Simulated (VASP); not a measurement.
A run of VASP 6.6.1:

INCAR

```
SYSTEM = W
PREC = Accurate
ENCUT = 520
EDIFF = 1E-6
ISMEAR = -1
SIGMA = 0.08
LREAL = .FALSE.
LASPH = .TRUE.
NELM = 80
ALGO = Normal
ISIF = 2
LWAVE = .FALSE.
LCHARG = .FALSE.
GGA = PE
NBANDS = 21
```

Contents of KPOINTS:

```
Automatic mesh
0
G
  17 17 9
  0 0 0
```

The input POSCAR:

```
W
1.0
    2.6050486707      0.0000000000      0.0000000000
   -1.3025243353      2.2560383269      0.0000000000
    0.0000000000      0.0000000000      4.4893626185
W
2
Direct
    0.3333333333      0.6666666667      0.2500000000
    0.6666666667      0.3333333333      0.7500000000
```

Potentials or basis: VASP PAW PBE potentials, release 64 (W_sv).

Command:

```console
$ cat potpaw_PBE.64/W_sv/POTCAR > POTCAR
$ mpirun -np 1 vasp_std > vasp.out
```

Hardware: 1 thread of Intel Xeon 6975P-C (shared host).

**Question.** Estimate the wall time of this run.

**Answer.** Run time: 60 s on 1 thread of Intel Xeon 6975P-C (shared host), peak memory 0.19 GiB. Counts: scf iterations 11, k points 165.
